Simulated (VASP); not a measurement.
# SbOs in VASP: notebook, part 2 of 2

VASP 6.6.1. Earlier steps stand in the parts before.

### Step 5. Single point, PBE

This run uses another cell than the first one, of 19.78 Å³/atom, 0.900 times its volume.

Input file INCAR:

```
PREC     = Accurate       # precision mode
ENCUT    = 520            # plane-wave cutoff, eV
EDIFF    = 1E-7           # SCF threshold, eV
ISMEAR   = 0              # smearing method
SIGMA    = 0.05           # smearing width, eV
LREAL    = F              # projectors in reciprocal space
LASPH    = T              # aspherical terms in the spheres
NELM     = 100            # most SCF steps
ALGO     = Normal         # electronic algorithm
ISIF     = 2              # what is computed and relaxed
LWAVE    = F              # write WAVECAR
LCHARG   = F              # write CHGCAR
GGA      = PE             # functional
NBANDS   = 14             # bands
```

Input file KPOINTS:

```
regular mesh
0
Gamma
  12 12 12
```

Input file POSCAR:

```
SbOs
1.0
    0.0000000000      2.7136168850      2.7136168850
    2.6864807162      0.0000000000      2.7136168850
    2.6864807162      2.7136168850      0.0000000000
Os Sb
1 1
Direct
    0.5000000000      0.5000000000      0.5000000000
    0.0000000000      0.0000000000      0.0000000000
```

Potentials or basis: VASP PAW PBE potentials, release 64 (Os, Sb).

Command:

```console
$ cat potpaw_PBE.64/Os/POTCAR potpaw_PBE.64/Sb/POTCAR > POTCAR
$ mpirun -np 1 vasp_std > vasp.out
```

OUTCAR:

```text
PREC = Accurate
   ENCUT = 520
   EDIFF = 1E-7
   ISMEAR = 0
   LREAL = F
   LASPH = T
   NELM = 100
   ISIF = 2
   GGA = PE

 ion  position               nearest neighbor table
   1  0.500  0.500  0.500-   2 2.69   2 2.69   2 2.71   2 2.71   2 2.71   2 2.71
   2  0.000  0.000  0.000-   1 2.69   1 2.69   1 2.71   1 2.71   1 2.71   1 2.71

  LATTYP: Found a body centered tetragonal cell.
 ALAT       =     3.8376338019
 C/A-ratio  =     1.4000714268

  Lattice vectors:

 A1 = (  -2.6864807162,   0.0000000000,  -2.7136168850)
 A2 = (  -2.6864807162,   0.0000000000,   2.7136168850)
 A3 = (   2.6864807162,   2.7136168850,   0.0000000000)

Analysis of symmetry for initial positions (statically):
=====================================================================
 Subroutine PRICEL returns:
 Original cell was already a primitive cell.

 Routine SETGRP: Setting up the symmetry group for a
 body centered tetragonal supercell.

 Subroutine GETGRP returns: Found 16 space group operations
 (whereof 16 operations were pure point group operations)
 out of a pool of 16 trial point group operations.

The static configuration has the point symmetry D_4h.

[... 168 lines left out ...]
 k-point     1 :       0.0000    0.0000    0.0000
  band No.  band energies     occupation
      1      -3.8849      2.00000
      2       6.7111      2.00000
      3       6.7111      2.00000
      4       6.7931      2.00000
      5       7.0554      2.00000
      6       7.0605      2.00000
      7      10.2042      0.00000
      8      10.2226      0.00000
      9      10.2226      0.00000
     10      14.9443      0.00000
     11      16.4457      0.00000
     12      20.5452      0.00000
     13      20.5452      0.00000
     14      20.6444      0.00000
[... 377 lines left out ...]
      1      -0.9647      2.00000
      2       2.1449      2.00000
      3       4.5933      2.00000
      4       4.8122      2.00000
      5       7.9407      2.00000
      6       7.9608      2.00000
      7       8.3249      2.00000
      8      11.5881      0.00000
      9      13.1934      0.00000
     10      13.9488      0.00000
     11      17.2004      0.00000
     12      17.6328      0.00000
     13      19.7751      0.00000
     14      21.5412      0.00000

 [... further k-points ...]
[... 5 lines left out ...]
  --------------------------------------------------------------------------------------
  -------------------------------------------------------------------------------------
  Total        0.7733641      0.1068348      0.1068348     -0.0000000      0.0000000     -0.0000000
  in kB       31.3172648      4.3262586      4.3262586     -0.0000000      0.0000000     -0.0000000
  external PRESSURE =      13.3232607 kB  Pullay stress =       0.0000000 kB

 VOLUME and BASIS-vectors are now :
 -----------------------------------------------------------------------------
  energy-cutoff  :      520.00
  volume of cell :       39.56
      direct lattice vectors                 reciprocal lattice vectors
     0.000000000  2.713616885  2.713616885    -0.186117100  0.184255929  0.184255929
     2.686480716  0.000000000  2.713616885     0.186117100 -0.184255929  0.184255929
     2.686480716  2.713616885  0.000000000     0.186117100  0.184255929 -0.184255929

 POSITION                                       TOTAL-FORCE (eV/Angst)
 -----------------------------------------------------------------------------------
      2.68648      2.71362      2.71362         0.000000      0.000000      0.000000
      0.00000      0.00000      0.00000         0.000000     -0.000000     -0.000000
 -----------------------------------------------------------------------------------
    total drift:                               -0.000000     -0.000000      0.000000

  FREE ENERGIE OF THE ION-ELECTRON SYSTEM (eV)
  ---------------------------------------------------
  free  energy   TOTEN  =       -13.4345832830 eV

  energy  without entropy=      -13.4314034028  energy(sigma->0) =      -13.43299334
```

OSZICAR:

```text
N       E                     dE             d eps       ncg     rms          rms(c)
DAV:   1     0.580922958046E+02    0.58092E+02   -0.49258E+03  4564   0.747E+02
DAV:   2    -0.997911660094E+01   -0.68071E+02   -0.60999E+02  5026   0.203E+02
DAV:   3    -0.135958848726E+02   -0.36168E+01   -0.34899E+01  6058   0.394E+01
DAV:   4    -0.136313428336E+02   -0.35458E-01   -0.35426E-01  5164   0.457E+00
DAV:   5    -0.136316827953E+02   -0.33996E-03   -0.33994E-03  6046   0.465E-01    0.994E+00
DAV:   6    -0.134786060459E+02    0.15308E+00   -0.49371E-01  5798   0.444E+00    0.453E+00
DAV:   7    -0.134440325838E+02    0.34573E-01   -0.87691E-02  4978   0.193E+00    0.286E+00
DAV:   8    -0.134348172380E+02    0.92153E-02   -0.25222E-02  5806   0.983E-01    0.252E-01
DAV:   9    -0.134345858168E+02    0.23142E-03   -0.97912E-04  5014   0.196E-01    0.148E-01
DAV:  10    -0.134345896949E+02   -0.38781E-05   -0.13205E-04  5788   0.869E-02    0.193E-02
DAV:  11    -0.134345855566E+02    0.41382E-05   -0.45679E-06  5518   0.164E-02    0.519E-03
DAV:  12    -0.134345833388E+02    0.22178E-05   -0.44452E-07  5836   0.494E-03    0.768E-04
DAV:  13    -0.134345832830E+02    0.55801E-07   -0.22413E-08  3716   0.102E-03
   1 F= -.13434583E+02 E0= -.13432993E+02  d E =-.317988E-02
```

Wall time 94 s (1 thread of Intel Xeon Platinum 8375C at 2.90GHz (Ice Lake), shared host); peak memory 0.23 GiB.

Results:

```yaml
Free_energy: -13.4346 eV
Pressure: 1.3 GPa
```

Caveat: spin-orbit coupling is left out, which moves the levels of the heavy elements.

### Step 6. Single point, PBE (atom 2 (Sb) moved 0.12 Å along z)

INCAR, as its differences from that of step 5:

```diff
@@ -7,3 +7,3 @@
 LASPH    = T              # aspherical terms in the spheres
-NELM     = 100            # most SCF steps
+NELM     = 60             # most SCF steps
 ALGO     = Normal         # electronic algorithm
```

KPOINTS is that of step 5.

Input file POSCAR:

```
SbOs
1.0
    0.0000000000      2.7136168850      2.7136168850
    2.7136168850      0.0000000000      2.7136168850
    2.7136168850      2.7136168850      0.0000000000
Os Sb
1 1
Direct
    0.5000000000      0.5000000000      0.5000000000
    0.0221107115      0.0221107115     -0.0221107115
```

Potentials or basis: VASP PAW PBE potentials, release 64 (Os, Sb).

Command:

```console
$ cat potpaw_PBE.64/Os/POTCAR potpaw_PBE.64/Sb/POTCAR > POTCAR
$ mpirun -np 1 vasp_std > vasp.out
```

Wall time 1.7 min (1 thread of Intel Xeon Platinum 8375C at 2.90GHz (Ice Lake), shared host); peak memory 0.25 GiB.

The run converged. Its results:

```yaml
Free_energy: -13.4112 eV
Pressure: 0.8 GPa
Largest_force: 0.475 eV/Å
```

Forces in eV/Å, atoms in the order of the input:
```
Os   0.000  0.000  0.475
Sb   0.000  0.000 -0.475
```

Stress tensor (GPa, compression positive):
```
-0.62  0.00  0.00
 0.00 -0.62  0.00
 0.00  0.00  3.53
```

Levels at points of the mesh, in eV from the Fermi level:
```
           k point  band 2  band 3  band 4  band 5  band 6  band 7  band 8  band 9  band 10  band 11
(0.00, 0.00, 0.00)   -1.86   -1.86   -1.79   -1.60   -1.48    1.71    1.71    1.79     6.22     7.88
(0.50, 0.00, 0.00)   -6.85   -3.85   -3.85   -0.57   -0.57   -0.17    4.39    6.15     6.16     6.88
(0.50, 0.50, 0.00)   -4.60   -2.99   -1.20   -1.20   -0.88   -0.07   -0.07    0.00     3.29     9.21
(0.00, 0.50, 0.50)   -4.59   -3.09   -1.43   -1.08   -0.66   -0.07   -0.04    0.06     3.26     9.20
```

Caveat: the cell differs from its parent crystal (atom 2 (Sb) moved 0.12 Å along z); spin-orbit coupling is left out, which moves the levels of the heavy elements.

### Step 7. Single point, PBE (atom 1 (Os) moved 0.02 Å along x)

Input file INCAR:

```
SYSTEM = SbOs
PREC = Accurate ; ENCUT = 520
EDIFF = 1E-6 ; ISMEAR = 0
SIGMA = 0.05 ; LREAL = .False.
LASPH = .True. ; NELM = 60
ALGO = Normal ; ISIF = 2
LWAVE = .False. ; LCHARG = .False.
GGA = PE ; NBANDS = 14
```

Input file KPOINTS:

```
regular mesh
0
Gamma
  12 12 12
  0 0 0
```

Input file POSCAR:

```
SbOs
1.0
    0.0000000000      2.7136168850      2.7136168850
    2.7136168850      0.0000000000      2.7136168850
    2.7136168850      2.7136168850      0.0000000000
Os Sb
1 1
Direct
    0.4963148814      0.5036851186      0.5036851186
    0.0000000000      0.0000000000      0.0000000000
```

Potentials or basis: VASP PAW PBE potentials, release 64 (Os, Sb).

Command:

```console
$ cat potpaw_PBE.64/Os/POTCAR potpaw_PBE.64/Sb/POTCAR > POTCAR
$ mpirun -np 1 vasp_std > vasp.out
```

OUTCAR:

```text
SYSTEM = SbOs
   PREC = Accurate
   ENCUT = 520
   EDIFF = 1E-6
   ISMEAR = 0
   LREAL = .False.
   LASPH = .True.
   NELM = 60
   ISIF = 2
   GGA = PE

 ion  position               nearest neighbor table
   1  0.496  0.504  0.504-   2 2.69   2 2.71   2 2.71   2 2.71   2 2.71   2 2.73
   2  0.000  0.000  0.000-   1 2.69   1 2.71   1 2.71   1 2.71   1 2.71   1 2.73

  LATTYP: Found a face centered cubic cell.
 ALAT       =     5.4272337700

  Lattice vectors:

 A1 = (   0.0000000000,   2.7136168850,   2.7136168850)
 A2 = (   2.7136168850,   0.0000000000,   2.7136168850)
 A3 = (   2.7136168850,   2.7136168850,   0.0000000000)

Analysis of symmetry for initial positions (statically):
=====================================================================
 Subroutine PRICEL returns:
 Original cell was already a primitive cell.

 Routine SETGRP: Setting up the symmetry group for a
 face centered cubic supercell.

 Subroutine GETGRP returns: Found  8 space group operations
 (whereof  8 operations were pure point group operations)
 out of a pool of 48 trial point group operations.

The static configuration has the point symmetry C_4v.

Analysis of symmetry for dynamics (positions and initial velocities):
=====================================================================
 Subroutine PRICEL returns:
 Original cell was already a primitive cell.

 Routine SETGRP: Setting up the symmetry group for a
 face centered cubic supercell.

 Subroutine GETGRP returns: Found  8 space group operations
 (whereof  8 operations were pure point group operations)
 out of a pool of 48 trial point group operations.

The dynamic configuration has the point symmetry C_4v.

 Subroutine INISYM returns: Found  8 space group operations
 (whereof  8 operations are pure point group operations),
 and found     1 'primitive' translations

----------------------------------------------------------------------------------------

[... 116 lines left out ...]
   LORBIT       =      0    0 simple, 1 ext, 2 COOP (PROOUT), +10 PAW based schemes
   GGA     = PE    functional components
   LHFCALC =     F    Hartree Fock is set to
   AEXX    =    0.0000 exact exchange contribution
   IVDW    =     0    specifies the selected vdW correction
   LEPSILON=     F    determine dielectric tensor
   LRPA    =     F    only Hartree local field effects (RPA)
 non-spin polarized calculation
 Gauss-broadening in eV      SIGMA  =   0.05
  energy-cutoff  :      520.00
  volume of cell :       39.96
 maximum number of plane-waves:      1090
 NGX is ok and might be reduce to    30

 number of electron      13.0000000 magnetization

 Free energy of the ion-electron system (eV)
  ---------------------------------------------------
  ext. energy  EPLUGINS =         0.00000000
  ---------------------------------------------------
  free energy    TOTEN  =       -13.43744792 eV

  energy without entropy =      -13.43408604  energy(sigma->0) =      -13.43576698

 E-fermi :   8.4377     XC(G=0): -11.6605

 val. band max:        8.4290685012   @ k =   0.0000   0.3333   0.0833
 cond. band min:       8.4449462391   @ k =   0.0000   0.5000   0.5000
 fundamental gap:      0.0158777379
 Fermi energy:         8.4376700847

 k-point     1 :       0.0000    0.0000    0.0000
  band No.  band energies     occupation
      1      -3.9405      2.00000
      2       6.6339      2.00000
      3       6.6339      2.00000
      4       6.6356      2.00000
      5       6.9394      2.00000
      6       6.9427      2.00000
      7      10.0601      0.00000
      8      10.0601      0.00000
      9      10.0625      0.00000
     10      14.6695      0.00000
     11      16.3347      0.00000
     12      20.4314      0.00000
     13      20.4316      0.00000
     14      20.4551      0.00000
[... 377 lines left out ...]
      1      -2.6452      2.00000
      2       4.0821      2.00000
      3       5.1164      2.00000
      4       5.3204      2.00000
      5       7.1919      2.00000
      6       7.4832      2.00000
      7       8.5269      0.01157
      8      11.5458      0.00000
      9      13.7280      0.00000
     10      14.7359      0.00000
     11      16.6287      0.00000
     12      16.9494      0.00000
     13      19.0202      0.00000
     14      19.7554      0.00000

 [... further k-points ...]
[... 5 lines left out ...]
  --------------------------------------------------------------------------------------
  -------------------------------------------------------------------------------------
  Total       -0.0407786     -0.0694987     -0.0694987      0.0000000      0.0000000     -0.0000000
  in kB       -1.6348097     -2.7861972     -2.7861972      0.0000000      0.0000000     -0.0000000
  external PRESSURE =      -2.4024014 kB  Pullay stress =       0.0000000 kB

 VOLUME and BASIS-vectors are now :
 -----------------------------------------------------------------------------
  energy-cutoff  :      520.00
  volume of cell :       39.96
      direct lattice vectors                 reciprocal lattice vectors
     0.000000000  2.713616885  2.713616885    -0.184255929  0.184255929  0.184255929
     2.713616885  0.000000000  2.713616885     0.184255929 -0.184255929  0.184255929
     2.713616885  2.713616885  0.000000000     0.184255929  0.184255929 -0.184255929

 POSITION                                       TOTAL-FORCE (eV/Angst)
 -----------------------------------------------------------------------------------
      2.73362      2.71362      2.71362        -0.071571      0.000000      0.000000
      0.00000      0.00000      0.00000         0.071571      0.000000      0.000000
 -----------------------------------------------------------------------------------
    total drift:                                0.000005     -0.000000     -0.000000

  FREE ENERGIE OF THE ION-ELECTRON SYSTEM (eV)
  ---------------------------------------------------
  free  energy   TOTEN  =       -13.4374479182 eV

  energy  without entropy=      -13.4340860373  energy(sigma->0) =      -13.43576698
```

OSZICAR:

```text
N       E                     dE             d eps       ncg     rms          rms(c)
DAV:   1     0.571900656218E+02    0.57190E+02   -0.49338E+03  4572   0.747E+02
DAV:   2    -0.100982260980E+02   -0.67288E+02   -0.60592E+02  5072   0.202E+02
DAV:   3    -0.136029261211E+02   -0.35047E+01   -0.33712E+01  6016   0.387E+01
DAV:   4    -0.136380928007E+02   -0.35167E-01   -0.35137E-01  5134   0.448E+00
DAV:   5    -0.136384254336E+02   -0.33263E-03   -0.33262E-03  6076   0.462E-01    0.971E+00
DAV:   6    -0.134819015527E+02    0.15652E+00   -0.53091E-01  5788   0.459E+00    0.437E+00
DAV:   7    -0.134473003259E+02    0.34601E-01   -0.94274E-02  4984   0.198E+00    0.285E+00
DAV:   8    -0.134376880067E+02    0.96123E-02   -0.27018E-02  5824   0.101E+00    0.252E-01
DAV:   9    -0.134374509916E+02    0.23702E-03   -0.10169E-03  4978   0.200E-01    0.149E-01
DAV:  10    -0.134374543106E+02   -0.33190E-05   -0.14054E-04  5836   0.891E-02    0.183E-02
DAV:  11    -0.134374500771E+02    0.42335E-05   -0.53876E-06  5494   0.175E-02    0.437E-03
DAV:  12    -0.134374482569E+02    0.18201E-05   -0.34984E-07  4082   0.426E-03    0.851E-04
DAV:  13    -0.134374479182E+02    0.33867E-06   -0.44968E-08  3008   0.165E-03
   1 F= -.13437448E+02 E0= -.13435767E+02  d E =-.336188E-02
```

stdout:

```text
POSCAR found type information on POSCAR OsSb
 POSCAR found :  2 types and       2 ions
 scaLAPACK will be used
 LDA part: xc-table for (Slater+PW92), standard interpolation
 POSCAR, INCAR and KPOINTS ok, starting setup
 FFT: planning ... GRIDC
 FFT: planning ... GRID_SOFT
 FFT: planning ... GRID
 WAVECAR not read
 entering main loop
```

Wall time 95 s (1 thread of Intel Xeon Platinum 8375C at 2.90GHz (Ice Lake), shared host); peak memory 0.24 GiB.

Results:

| Quantity | Value |
| --- | --- |
| Free energy | -13.4374 eV |
| Pressure | -0.2 GPa |
| Largest force | 0.072 eV/Å |

Forces in eV/Å, atoms in the order of the input:
```
Os  -0.072  0.000  0.000
Sb   0.072  0.000  0.000
```

Caveat: the cell differs from its parent crystal (atom 1 (Os) moved 0.02 Å along x); spin-orbit coupling is left out, which moves the levels of the heavy elements.

### Step 8. Overview

| level | cell | gap on the mesh (eV) | pressure (GPa) |
| --- | --- | --- | --- |
| PBE | a = 3.962 Å, angles 60.0°, 2 atoms | none | -11.6 |
| r2SCAN | a = 3.838 Å, angles 60.0°, 2 atoms | none | -3.3 |
| PBE | a = 3.838, b = 3.799, c = 3.799 Å, angles 60.7, 59.7, 59.7°, 2 atoms | none | 3.1 |
| PBE | a = 3.838, b = 3.818, c = 3.818 Å, angles 60.3, 59.8, 59.8°, 2 atoms | none | 1.3 |
| PBE | a = 3.838 Å, angles 60.0°, 2 atoms | none | -0.2 |

Some of these runs hold the atoms at other places in the same cell, which the table doesn't show; runs alike in all that it shows share one row.

Alike in all rows: task single point; potentials or basis VASP PAW PBE potentials, release 64 (Os, Sb); no spin polarisation; k mesh 12 × 12 × 12; cutoff (eV) 520; smearing gaussian 0.05 eV.

Caveats: spin-orbit coupling is left out, which moves the levels of the heavy elements; the PAW data sets were made with another functional, which shifts forces and pressure a little (some runs).

Absolute energies hang on the potentials; compare differences alone.
